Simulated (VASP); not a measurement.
# Si (Fd-3m) in VASP: further runs

The runs below take Si through single point, with PBEsol-based global hybrid.

Everything below comes from runs of VASP 6.6.1. Logs are shortened: lines on timing, memory, paths and dates and some standing lists are left out, and cuts for length are marked.

## 1. The cell of the first run

The structure is cubic, space group Fd-3m (No. 227). Conventional cell: a = 5.370 Å, b = 5.370 Å, c = 5.370 Å, α = 90.00°, β = 90.00°, γ = 90.00°. Within 3.1 Å of Si (site symmetry -43m) lie 4 Si at 2.33 Å.

## 2. Single point, PBEsol-based global hybrid

File POSCAR:

```
Si
1.0
    0.0000000000      2.6850649043      2.6850649043
    2.6850649043      0.0000000000      2.6850649043
    2.6850649043      2.6850649043      0.0000000000
Si
2
Direct
    0.5000000000      0.5000000000      0.5000000000
    0.7500000000      0.7500000000      0.7500000000
```

File INCAR.step1:

```
ALGO     = Normal         # electronic algorithm
EDIFF    = 1E-5           # SCF threshold, eV
ENCUT    = 520            # plane-wave cutoff, eV
GGA      = PE             # functional
ISIF     = 2              # what is computed and relaxed
ISMEAR   = -1             # smearing method
LASPH    = True           # aspherical terms in the spheres
LREAL    = False          # projectors in reciprocal space
LWAVE    = True           # write WAVECAR
NBANDS   = 11             # bands
NELM     = 80             # most SCF steps
PREC     = Accurate       # precision mode
SIGMA    = 0.05           # smearing width, eV
```

File INCAR.step2:

```
AEXX     = 0.25           # exact-exchange fraction
ALGO     = Normal         # electronic algorithm
EDIFF    = 1E-6           # SCF threshold, eV
ENCUT    = 520            # plane-wave cutoff, eV
GGA      = PS             # functional
ISIF     = 2              # what is computed and relaxed
ISMEAR   = -1             # smearing method
ISTART   = 1            
LASPH    = True           # aspherical terms in the spheres
LCHARG   = True           # write CHGCAR
LELF     = True           # ELF
LHFCALC  = True           # exact exchange
LREAL    = False          # projectors in reciprocal space
LVHAR    = True         
LWAVE    = False          # write WAVECAR
NBANDS   = 11             # bands
NELM     = 80             # most SCF steps
PREC     = Accurate       # precision mode
PRECFOCK = Normal       
SIGMA    = 0.05           # smearing width, eV
```

File KPOINTS:

```
k-points
0
Gamma
  4 4 4
```

Potentials or basis: VASP PAW PBE potentials, release 64 (Si).

On the command line:

```console
$ cat potpaw_PBE.64/Si/POTCAR > POTCAR
$ cp INCAR.step1 INCAR
$ mpirun -np 1 vasp_std > vasp.out
$ cp INCAR.step2 INCAR
$ mpirun -np 1 vasp_std > vasp.out
```

OUTCAR:

```text
AEXX = 0.25
   EDIFF = 1E-6
   ENCUT = 520
   GGA = PS
   ISIF = 2
   ISMEAR = -1
   ISTART = 1
   LASPH = True
   LHFCALC = True
   LREAL = False
   NELM = 80
   PREC = Accurate
   PRECFOCK = Normal

 ion  position               nearest neighbor table
   1  0.500  0.500  0.500-   2 2.33   2 2.33   2 2.33   2 2.33
   2  0.750  0.750  0.750-   1 2.33   1 2.33   1 2.33   1 2.33

  LATTYP: Found a face centered cubic cell.
 ALAT       =     5.3701298086

  Lattice vectors:

 A1 = (   0.0000000000,   2.6850649043,   2.6850649043)
 A2 = (   2.6850649043,   0.0000000000,   2.6850649043)
 A3 = (   2.6850649043,   2.6850649043,   0.0000000000)

Analysis of symmetry for initial positions (statically):
=====================================================================
 Subroutine PRICEL returns:
 Original cell was already a primitive cell.

 Routine SETGRP: Setting up the symmetry group for a
 face centered cubic supercell.

 Subroutine GETGRP returns: Found 48 space group operations
 (whereof 24 operations were pure point group operations)
 out of a pool of 48 trial point group operations.

The static configuration has the point symmetry T_d .
 The point group associated with its full space group is O_h .

Analysis of symmetry for dynamics (positions and initial velocities):
=====================================================================
 Subroutine PRICEL returns:
 Original cell was already a primitive cell.

 Routine SETGRP: Setting up the symmetry group for a
 face centered cubic supercell.

 Subroutine GETGRP returns: Found 48 space group operations
 (whereof 24 operations were pure point group operations)
 out of a pool of 48 trial point group operations.

The dynamic configuration has the point symmetry T_d .
 The point group associated with its full space group is O_h .

 Subroutine INISYM returns: Found 48 space group operations
 (whereof 24 operations are pure point group operations),
 and found     1 'primitive' translations

----------------------------------------------------------------------------------------

                                     Primitive cell

  volume of cell :      38.7163

  direct lattice vectors                    reciprocal lattice vectors
     0.000000000  2.685064904  2.685064904    -0.186215238  0.186215238  0.186215238
     2.685064904  0.000000000  2.685064904     0.186215238 -0.186215238  0.186215238
     2.685064904  2.685064904  0.000000000     0.186215238  0.186215238 -0.186215238

  length of vectors
[... 82 lines left out ...]
   IALGO  =     38    algorithm
   IMIX   =      1    mixing-type and parameters
     AMIX     =   0.40;   BMIX     =  1.00
     AMIX_MAG =   1.60;   BMIX_MAG =  1.00
  volume/ion in A,a.u.               =      19.36       130.64
  Fermi-wavevector in a.u.,A,eV,Ry     =   0.967847  1.828966 12.744956  0.936728
  Thomas-Fermi vector in A             =   2.097767
   LORBIT       =      0    0 simple, 1 ext, 2 COOP (PROOUT), +10 PAW based schemes
   GGA     = PS    functional components
   LHFCALC =     T    Hartree Fock is set to
   PRECFOCK=normal    Normal, Fast or Accurate (Low or Medium for compatibility)
   ENCUT4O =  -1.0   cutoff for four orbital integrals eV
   NKREDX  =     1    reduce k-point grid by
   NKREDY  =     1    reduce k-point grid by
   NKREDZ  =     1    reduce k-point grid by
   AEXX    =    0.2500 exact exchange contribution
   HFSCREEN=    0.0000 screening length (either q_TF or 0.3 A-1)
   HFSCREENC=   0.0000 screening length for correlation (either q_TF or 0.3 A-1)
   ENCUTFOCK=  -1.0 apply spherical cutoff to Coloumb kernel
   IVDW    =     0    specifies the selected vdW correction
   LEPSILON=     F    determine dielectric tensor
   LRPA    =     F    only Hartree local field effects (RPA)
 non-spin polarized calculation
  energy-cutoff  :      520.00
  volume of cell :       38.72
 maximum number of plane-waves:      1056
  NGX = 24; NGY = 24; NGZ = 24

 number of electron       8.0000001 magnetization

 Free energy of the ion-electron system (eV)
  ---------------------------------------------------
  ext. energy  EPLUGINS =         0.00000000
  ---------------------------------------------------
  free energy    TOTEN  =       -13.86268968 eV

  energy without entropy =      -13.86268967  energy(sigma->0) =      -13.86268967

 E-fermi :   6.3461     XC(G=0):  -7.6407

 val. band max:        5.4136508031   @ k =   0.0000   0.0000   0.0000
 cond. band min:       7.3165278600   @ k =   0.5000   0.5000   0.0000
 fundamental gap:      1.9028770570
 Fermi energy:         6.3460537645

 k-point     1 :       0.0000    0.0000    0.0000
  band No.  band energies     occupation
      1      -8.1909      2.00000
      2       5.4137      2.00000
      3       5.4137      2.00000
      4       5.4137      2.00000
      5       9.4901      0.00000
      6       9.4901      0.00000
      7       9.4901      0.00000
      8      10.9120      0.00000
      9      14.9541      0.00000
     10      14.9981      0.00000
     11      14.9981      0.00000
[... 85 lines left out ...]
 k-point     8 :      -0.2500    0.5000    0.2500
  band No.  band energies     occupation
      1      -3.2105      2.00000
      2      -3.2105      2.00000
      3       1.0111      2.00000
      4       1.0111      2.00000
      5      11.1620      0.00000
      6      11.1620      0.00000
      7      12.2560      0.00000
      8      12.2560      0.00000
      9      18.3162      0.00000
     10      18.3162      0.00000
     11      20.8959      0.00000

------------------------ aborting loop because EDIFF is reached ----------------------------------------

  FORCE on cell =-STRESS in cart. coord.  units (eV):
  Direction    XX          YY          ZZ          XY          YZ          ZX
  --------------------------------------------------------------------------------------
  -------------------------------------------------------------------------------------
  Total        0.7400478      0.7400478      0.7400478     -0.0000000     -0.0000000     -0.0000000
  in kB       30.6249919     30.6249919     30.6249919     -0.0000000     -0.0000000     -0.0000000
  external PRESSURE =      30.6249919 kB  Pullay stress =       0.0000000 kB

 VOLUME and BASIS-vectors are now :
 -----------------------------------------------------------------------------
  energy-cutoff  :      520.00
  volume of cell :       38.72
      direct lattice vectors                 reciprocal lattice vectors
     0.000000000  2.685064904  2.685064904    -0.186215238  0.186215238  0.186215238
     2.685064904  0.000000000  2.685064904     0.186215238 -0.186215238  0.186215238
     2.685064904  2.685064904  0.000000000     0.186215238  0.186215238 -0.186215238

 POSITION                                       TOTAL-FORCE (eV/Angst)
 -----------------------------------------------------------------------------------
      2.68506      2.68506      2.68506         0.000000     -0.000000      0.000000
      4.02760      4.02760      4.02760        -0.000000      0.000000      0.000000
 -----------------------------------------------------------------------------------
    total drift:                               -0.000000      0.000000      0.000000

  FREE ENERGIE OF THE ION-ELECTRON SYSTEM (eV)
  ---------------------------------------------------
  free  energy   TOTEN  =       -13.8626896753 eV

  energy  without entropy=      -13.8626896739  energy(sigma->0) =      -13.86268967
```

It took 38 s on 1 thread of Intel Xeon 6975P-C (Granite Rapids), shared host; peak memory 0.15 GiB.

Results:

```
Free energy            : -13.8627 eV
Pressure               : 3.1 GPa
Band gap on the k mesh : 1.90 eV, indirect (least direct gap 4.08 eV)
```

Caveat: the k points lie up to 0.51 Å⁻¹ apart; the PAW data sets were made with another functional, which shifts forces and pressure a little. A k mesh can miss the band edges.

## 3. Single point, PBEsol-based global hybrid

This run uses another cell than the first one, of 19.76 Å³/atom, 1.021 times its volume.

File POSCAR:

```
Si
1.0
    0.0000000000      2.7035831784      2.7035831784
    2.7035831784      0.0000000000      2.7035831784
    2.7035831784      2.7035831784      0.0000000000
Si
2
Direct
    0.5000000000      0.5000000000      0.5000000000
    0.7500000000      0.7500000000      0.7500000000
```

File INCAR.step1:

```
SYSTEM = Si
ALGO = Normal ; EDIFF = 1E-5
ENCUT = 520 ; GGA = PE
ISIF = 2 ; ISMEAR = -1
LASPH = .True. ; LREAL = .False.
LWAVE = .True. ; NBANDS = 11
NELM = 60 ; PREC = Accurate
SIGMA = 0.05
```

File INCAR.step2:

```
SYSTEM = Si
AEXX = 0.25 ; ALGO = Normal
EDIFF = 1E-7 ; ENCUT = 520
GGA = PS ; ISIF = 2
ISMEAR = -1 ; ISTART = 1
LASPH = .True. ; LCHARG = .True.
LELF = .True. ; LHFCALC = .True.
LREAL = .False. ; LVHAR = .True.
LWAVE = .False. ; NBANDS = 11
NELM = 60 ; PREC = Accurate
PRECFOCK = Normal ; SIGMA = 0.05
```

File KPOINTS:

```
k-points
0
Gamma
  4 4 4
  0 0 0
```

Potentials or basis: VASP PAW PBE potentials, release 64 (Si).

On the command line:

```console
$ cat potpaw_PBE.64/Si/POTCAR > POTCAR
$ cp INCAR.step1 INCAR
$ mpirun -np 1 vasp_std > vasp.out
$ cp INCAR.step2 INCAR
$ mpirun -np 1 vasp_std > vasp.out
```

It took 40 s on 1 thread of Intel Xeon 6975P-C (Granite Rapids), shared host; peak memory 0.15 GiB.

Results (log left out):

- Free energy: -13.8723 eV
- Pressure: 0.8 GPa
- Band gap on the k mesh: 1.94 eV, indirect (least direct gap 4.07 eV)

Levels at points of the mesh, in eV from the valence-band top:
| k point | band 1 | band 2 | band 3 | band 4 | band 5 | band 6 | band 7 | band 8 |
| --- | --- | --- | --- | --- | --- | --- | --- | --- |
| (0.00, 0.00, 0.00) | -13.45 | 0.00 | 0.00 | 0.00 | 4.07 | 4.07 | 4.07 | 5.24 |
| (0.50, 0.00, 0.00) | -10.80 | -7.85 | -1.34 | -1.34 | 3.02 | 4.86 | 4.86 | 9.25 |
| (0.50, 0.50, 0.00) | -8.76 | -8.76 | -3.21 | -3.21 | 1.94 | 1.94 | 12.37 | 12.37 |

Caveat: the k points lie up to 0.50 Å⁻¹ apart; the PAW data sets were made with another functional, which shifts forces and pressure a little. A k mesh can miss the band edges.

## 4. Single point, PBEsol-based global hybrid

This run uses another cell than the first one, of 20.57 Å³/atom, 1.062 times its volume.

File POSCAR:

```
Si
1.0
    0.0000000000      2.7398772164      2.7398772164
    2.7398772164      0.0000000000      2.7398772164
    2.7398772164      2.7398772164      0.0000000000
Si
2
Direct
    0.5000000000      0.5000000000      0.5000000000
    0.7500000000      0.7500000000      0.7500000000
```

File INCAR.step1:

```
ALGO = Normal ; EDIFF = 1E-5
ENCUT = 520 ; GGA = PE
ISIF = 2 ; ISMEAR = -1
LASPH = T ; LCHARG = F
LREAL = F ; LWAVE = T
NBANDS = 11 ; NELM = 100
PREC = Accurate ; SIGMA = 0.05
```

File INCAR.step2:

```
AEXX = 0.25 ; ALGO = Normal
EDIFF = 1E-6 ; ENCUT = 520
GGA = PS ; ISIF = 2
ISMEAR = -1 ; ISTART = 1
LASPH = T ; LCHARG = F
LHFCALC = T ; LREAL = F
LWAVE = F ; NBANDS = 11
NELM = 100 ; PREC = Accurate
PRECFOCK = Normal ; SIGMA = 0.05
```

File KPOINTS:

```
k-points
0
Gamma
  4 4 4
```

On the command line:

```console
$ cat potpaw_PBE.64/Si/POTCAR > POTCAR
$ cp INCAR.step1 INCAR
$ mpirun -np 1 vasp_std > vasp.out
$ cp INCAR.step2 INCAR
$ mpirun -np 1 vasp_std > vasp.out
```

It took 37 s on 1 thread of Intel Xeon 6975P-C (Granite Rapids), shared host; peak memory 0.16 GiB.

It converged, with:

- Free energy: -13.8599 eV
- Pressure: -3.1 GPa
- Band gap on the k mesh: 2.01 eV, indirect (least direct gap 4.04 eV)

Levels at points of the mesh, in eV from the valence-band top:
```csv
k point,band 1,band 2,band 3,band 4,band 5,band 6,band 7,band 8,band 9
"(0.00, 0.00, 0.00)",-13.15,0.00,0.00,0.00,4.04,4.04,4.04,4.74,9.26
"(0.50, 0.00, 0.00)",-10.62,-7.65,-1.30,-1.30,2.86,4.87,4.87,9.18,12.49
"(0.50, 0.50, 0.00)",-8.62,-8.62,-3.09,-3.09,2.01,2.01,12.00,12.00,12.91
```

Caveat: the k points lie up to 0.50 Å⁻¹ apart; the PAW data sets were made with another functional, which shifts forces and pressure a little. A k mesh can miss the band edges.

## 5. Single point, PBEsol-based global hybrid

This run uses another cell than the first one, of 20.97 Å³/atom, 1.083 times its volume.

File POSCAR:

```
Si
1.0
    0.0000000000      2.7576691254      2.7576691254
    2.7576691254      0.0000000000      2.7576691254
    2.7576691254      2.7576691254      0.0000000000
Si
2
Direct
    0.5000000000      0.5000000000      0.5000000000
    0.7500000000      0.7500000000      0.7500000000
```

File INCAR.step1:

```
ALGO     = Normal         # electronic algorithm
EDIFF    = 1E-5           # SCF threshold, eV
ENCUT    = 520            # plane-wave cutoff, eV
GGA      = PE             # functional
ISIF     = 2              # what is computed and relaxed
ISMEAR   = -1             # smearing method
LASPH    = True           # aspherical terms in the spheres
LCHARG   = False          # write CHGCAR
LREAL    = False          # projectors in reciprocal space
LWAVE    = True           # write WAVECAR
NBANDS   = 11             # bands
NELM     = 60             # most SCF steps
PREC     = Accurate       # precision mode
SIGMA    = 0.05           # smearing width, eV
```

File INCAR.step2:

```
AEXX     = 0.25           # exact-exchange fraction
ALGO     = Normal         # electronic algorithm
EDIFF    = 1E-7           # SCF threshold, eV
ENCUT    = 520            # plane-wave cutoff, eV
GGA      = PS             # functional
ISIF     = 2              # what is computed and relaxed
ISMEAR   = -1             # smearing method
ISTART   = 1            
LASPH    = True           # aspherical terms in the spheres
LCHARG   = False          # write CHGCAR
LHFCALC  = True           # exact exchange
LREAL    = False          # projectors in reciprocal space
LWAVE    = False          # write WAVECAR
NBANDS   = 11             # bands
NELM     = 60             # most SCF steps
PREC     = Accurate       # precision mode
PRECFOCK = Normal       
SIGMA    = 0.05           # smearing width, eV
```

KPOINTS is that of step 4.

On the command line:

```console
$ cat potpaw_PBE.64/Si/POTCAR > POTCAR
$ cp INCAR.step1 INCAR
$ mpirun -np 1 vasp_std > vasp.out
$ cp INCAR.step2 INCAR
$ mpirun -np 1 vasp_std > vasp.out
```

Run time: 40 s. Hardware: 1 thread of Intel Xeon 6975P-C (Granite Rapids), shared host; peak memory 0.16 GiB.

The run converged. Its results:

| Item | Value |
| --- | --- |
| Free energy | -13.8398 eV |
| Pressure | -4.8 GPa |
| Band gap on the k mesh | 2.05 eV, indirect (least direct gap 4.03 eV) |

Levels at points of the mesh, in eV from the valence-band top:
| k point | band 2 | band 3 | band 4 | band 5 | band 6 | band 7 |
| --- | --- | --- | --- | --- | --- | --- |
| (0.00, 0.00, 0.00) | 0.00 | 0.00 | 0.00 | 4.03 | 4.03 | 4.03 |
| (0.50, 0.00, 0.00) | -7.55 | -1.28 | -1.28 | 2.78 | 4.87 | 4.87 |
| (0.50, 0.50, 0.00) | -8.55 | -3.04 | -3.04 | 2.05 | 2.05 | 11.83 |

Caveat: the k points lie up to 0.49 Å⁻¹ apart; the PAW data sets were made with another functional, which shifts forces and pressure a little. A k mesh can miss the band edges.

## 6. Single point, PBEsol-based global hybrid

This run uses another cell than the first one, of 21.37 Å³/atom, 1.104 times its volume.

File POSCAR:

```
Si
1.0
    0.0000000000      2.7752343705      2.7752343705
    2.7752343705      0.0000000000      2.7752343705
    2.7752343705      2.7752343705      0.0000000000
Si
2
Direct
    0.5000000000      0.5000000000      0.5000000000
    0.7500000000      0.7500000000      0.7500000000
```

File INCAR.step1:

```
SYSTEM = Si
  PREC = Accurate
  ENCUT = 520
  EDIFF = 1E-5
  ISMEAR = -1
  SIGMA = 0.05
  LREAL = .False.
  LASPH = .True.
  NELM = 80
  ALGO = Normal
  ISIF = 2
  LWAVE = .True.
  LCHARG = .False.
  NBANDS = 11
  GGA = PE
```

File INCAR.step2:

```
SYSTEM = Si
  PREC = Accurate
  ENCUT = 520
  EDIFF = 1E-7
  ISMEAR = -1
  SIGMA = 0.05
  LREAL = .False.
  LASPH = .True.
  NELM = 80
  ALGO = Normal
  ISIF = 2
  LWAVE = .False.
  LCHARG = .False.
  GGA = PS
  LHFCALC = .True.
  AEXX = 0.25
  PRECFOCK = Normal
  NBANDS = 11
  ISTART = 1
```

File KPOINTS:

```
regular mesh
0
Gamma
  4 4 4
  0 0 0
```

Potentials or basis: VASP PAW PBE potentials, release 64 (Si).

On the command line:

```console
$ cat potpaw_PBE.64/Si/POTCAR > POTCAR
$ cp INCAR.step1 INCAR
$ mpirun -np 1 vasp_std > vasp.out
$ cp INCAR.step2 INCAR
$ mpirun -np 1 vasp_std > vasp.out
```

It took 41 s on 1 thread of Intel Xeon 6975P-C (Granite Rapids), shared host; peak memory 0.16 GiB.

It converged, with:

* Free energy: -13.8118 eV
* Pressure: -6.3 GPa
* Band gap on the k mesh: 2.08 eV, indirect (least direct gap 3.96 eV)

Levels at points of the mesh, in eV from the valence-band top:
```
           k point  band 1  band 2  band 3  band 4  band 5  band 6  band 7  band 8
(0.00, 0.00, 0.00)  -12.88    0.00    0.00    0.00    4.02    4.02    4.02    4.27
(0.50, 0.00, 0.00)  -10.44   -7.46   -1.26   -1.26    2.70    4.87    4.87    9.12
(0.50, 0.50, 0.00)   -8.49   -8.49   -2.99   -2.99    2.08    2.08   11.66   11.66
```

Caveat: the k points lie up to 0.49 Å⁻¹ apart; the PAW data sets were made with another functional, which shifts forces and pressure a little.

## 7. Summary

```csv
cell,gap on the mesh (eV),pressure (GPa)
"a = 3.797 Å, angles 60.0°, 2 atoms",1.90,3.1
"a = 3.823 Å, angles 60.0°, 2 atoms",1.94,0.8
"a = 3.875 Å, angles 60.0°, 2 atoms",2.01,-3.1
"a = 3.900 Å, angles 60.0°, 2 atoms",2.05,-4.8
"a = 3.925 Å, angles 60.0°, 2 atoms",2.08,-6.3
```

Alike in all rows: task single point; level PBEsol-based global hybrid; potentials or basis VASP PAW PBE potentials, release 64 (Si); no spin polarisation; k mesh 4 × 4 × 4; cutoff (eV) 520; smearing fermi-dirac 0.05 eV.

Caveats: all runs use coarse meshes; the PAW data sets were made with another functional, which shifts forces and pressure a little.

Total energies depend on the potentials used, so only differences within one code and one set of settings carry meaning.
